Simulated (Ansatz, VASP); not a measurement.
## HfN in VASP and in Ansatz

```
Hf N
1.0
     3.09901    0.00000    0.00000
    -1.54951    2.68383    0.00000
     0.00000    0.00000    2.91300
Hf N
1 1
Direct
  0.00000 0.00000 0.00000
  0.70539 0.33333 0.50000
```

Alike in both runs: task single point; functional PBE; k mesh 14 × 14 × 12; occupations gaussian, width 0.05 eV; no spin polarisation.

|  | VASP | Ansatz |
| --- | --- | --- |
| version | VASP 6.6.1 | Ansatz 0.2.0 |
| potentials or method | VASP PAW PBE potentials, release 64 (Hf_pv, N), cutoff 600 eV | scalar-relativistic, plane waves, PAW |
| valence electrons in the cell | 15 | 31 |

Ansatz gave:

| Item | Value |
| --- | --- |
| gap on the k mesh at the Fermi level (eV) | none |
| pressure (GPa) | 1.4 |
| traceless stress, the component that is largest in VASP (GPa) | -2.20 |
| rms of the force components (eV/Å) | 0.498 |

**Question.** Estimate VASP's values.

**Answer.** gap on the k mesh at the Fermi level (eV): none; pressure (GPa): -0.6; traceless stress, the component that is largest in VASP (GPa): -2.00; rms of the force components (eV/Å): 0.489.

Atom by atom the forces differ by 0.009 eV/Å (rms over components). A gap of «none» marks a metal or a gap that the smearing closes. The functional is the same, so the differences come from potentials, cutoffs and numerics. VASP's potentials hold 15 valence electrons a cell and Ansatz's 31, so a difference there can come from the potentials and not from the codes.

Neither program's run includes spin-orbit coupling.
